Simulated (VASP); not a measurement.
Wanted: the native input for a VASP 6.6.1 run.

| Item | Value |
| --- | --- |
| Task | single point |
| Functional | LDA |
| Potentials or basis | VASP PAW LDA potentials, release 64 (Ta_pv, N) |
| Cutoff | 520 eV |
| k mesh | 15 × 15 × 8 |
| Occupations | gaussian, width 0.15 eV |
| Spin | no spin polarisation |
| Dipole correction | no |
| Further INCAR settings | ALGO = Normal; EDIFF = 1e-07; NBANDS = 20 |

The structure of Ta2N lies in POSCAR:

```
Ta2N
1.0
    3.0618406011     -0.2143288420      0.0000000000
   -1.7165345226      2.7587961639      0.0000000000
    0.0000000000      0.0000000000      5.1222640622
Ta N
2 1
Direct
    0.6666666667      0.3333333333      0.7466885012
    0.3333333333      0.6666666667      0.2533114988
    0.0000000000      0.0000000000      0.0000000000
```

This cell differs from its parent crystal: engineering shear strain xy -0.1400, normal strain along z +0.0700.

One way to write it, as run:

INCAR

```
PREC     = Accurate       # precision mode
ENCUT    = 520            # plane-wave cutoff, eV
EDIFF    = 1E-7           # SCF threshold, eV
ISMEAR   = 0              # smearing method
SIGMA    = 0.15           # smearing width, eV
LREAL    = False          # projectors in reciprocal space
LASPH    = True           # aspherical terms in the spheres
NELM     = 80             # most SCF steps
ALGO     = Normal         # electronic algorithm
ISIF     = 2              # what is computed and relaxed
LWAVE    = False          # write WAVECAR
LCHARG   = False          # write CHGCAR
GGA      = CA             # functional
NBANDS   = 20             # bands
```

KPOINTS

```
regular mesh
0
Gamma
  15 15 8
```

Potentials or basis: VASP PAW LDA potentials, release 64 (Ta_pv, N).

The run is started by

```sh
$ cat potpaw_LDA.64/Ta_pv/POTCAR potpaw_LDA.64/N/POTCAR > POTCAR
$ mpirun -np 1 vasp_std > vasp.out
```

It gave:

| Property | Result |
| --- | --- |
| Pressure | -12.7 GPa |
| Largest force | 0.460 eV/Å |

Caveat: the cell differs from its parent crystal (engineering shear strain xy -0.1400, normal strain along z +0.0700).

Wall time 3.7 min on 1 thread of Intel(R) Xeon(R) 6975P-C (Granite Rapids), on a shared host, peak memory 0.69 GiB.
